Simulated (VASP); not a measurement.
Set up this calculation in VASP 6.6.1, as the native input.

| Item | Value |
| --- | --- |
| Task | single point |
| Functional | r2SCAN |
| Potentials or basis | VASP PAW PBE potentials, release 64 (Ga_d, N) |
| Cutoff | 520 eV |
| k mesh | 10 × 10 × 10 |
| Occupations | gaussian, width 0.01 eV |
| Spin | no spin polarisation |
| Dipole correction | no |
| Further INCAR settings | ALGO = Normal; EDIFF = 1e-07; NBANDS = 16 |

The system is GaN.

```
Ga N
1.0
     0.00000    2.24895    2.24895
     2.24895    0.00000    2.24895
     2.24895    2.24895    0.00000
Ga N
1 1
Direct
  0.00000 0.00000 0.00000
  0.75000 0.75000 0.75000
```

One way to write it, as run:

POSCAR

```
GaN
1.0
    0.0000000000      2.2489526240      2.2489526240
    2.2489526240      0.0000000000      2.2489526240
    2.2489526240      2.2489526240      0.0000000000
Ga N
1 1
Direct
    0.0000000000      0.0000000000      0.0000000000
    0.7500000000      0.7500000000      0.7500000000
```

INCAR.step1

```
  PREC = Accurate
  ENCUT = 520
  ISMEAR = 0
  SIGMA = 0.01
  LREAL = False
  LASPH = True
  NELM = 100
  NBANDS = 16
  GGA = PE
  ALGO = Normal
  EDIFF = 1E-4
  LWAVE = True
  LCHARG = False
```

INCAR.step2

```
  PREC = Accurate
  ENCUT = 520
  EDIFF = 1E-7
  ISMEAR = 0
  SIGMA = 0.01
  LREAL = False
  LASPH = True
  NELM = 100
  ALGO = Normal
  ISIF = 2
  LWAVE = False
  LCHARG = False
  METAGGA = R2SCAN
  LMIXTAU = True
  NBANDS = 16
  ISTART = 1
```

KPOINTS

```
regular mesh
0
Gamma
  10 10 10
```

Potentials or basis: VASP PAW PBE potentials, release 64 (Ga_d, N).

Launch:

```sh
$ cat potpaw_PBE.64/Ga_d/POTCAR potpaw_PBE.64/N/POTCAR > POTCAR
$ cp INCAR.step1 INCAR
$ mpirun -np 1 vasp_std > vasp.out
$ cp INCAR.step2 INCAR
$ mpirun -np 1 vasp_std > vasp.out
```

Results of the run:

* Pressure: 1.1 GPa
* Band gap on the k mesh: 2.16 eV, direct

Caveat: the PAW data sets were made with another functional, which shifts forces and pressure a little.

Run time: 2.5 min on 1 thread of AMD EPYC 7R43 64-Core Processor (Zen 3) (shared host), peak memory 0.12 GiB.
